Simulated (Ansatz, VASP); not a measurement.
## Two plane-wave programs on ScAl3N4

```
Sc Al N
1.0
     4.53429    0.00000    0.00000
     0.00000    4.53429    0.00000
     0.00000    0.00000    4.53429
Sc Al N
1 3 4
Direct
  0.00000 0.00000 0.00000
  0.50000 0.00000 0.50000
  0.00000 0.50000 0.50000
  0.50000 0.50000 0.00000
  0.73722 0.26278 0.73722
  0.26278 0.73722 0.73722
  0.26278 0.26278 0.26278
  0.73722 0.73722 0.26278
```

Alike in both runs: functional PBE; k mesh 3 × 3 × 3; occupations gaussian, width 0.15 eV; no spin polarisation.

Ansatz relaxed the structure, and its values are those at the end. VASP's run is a single point on that final structure, the one shown.

|  | VASP | Ansatz |
| --- | --- | --- |
| version | VASP 6.6.1 | Ansatz 0.2.0 |
| potentials or method | VASP PAW PBE potentials, release 64 (Sc_sv, Al, N), cutoff 520 eV | scalar-relativistic, plane waves, PAW |
| valence electrons in the cell | 40 | 40 |

|  | VASP | Ansatz | Ansatz less VASP |
| --- | --- | --- | --- |
| gap on the k mesh at the Fermi level (eV) | 3.37 | 3.37 | +0.006 |
| least direct gap on the mesh (eV) | 3.67 | 3.67 | +0.004 |
| pressure (GPa) | -0.6 | -0.7 | -0.08 |
| rms of the force components (eV/Å) | 0.017 | 0.008 | -0.0086 |

With one functional, cell and mesh, what is left measures potentials, basis and numerics.

The k mesh is coarse, so the values compare programs but aren't converged.
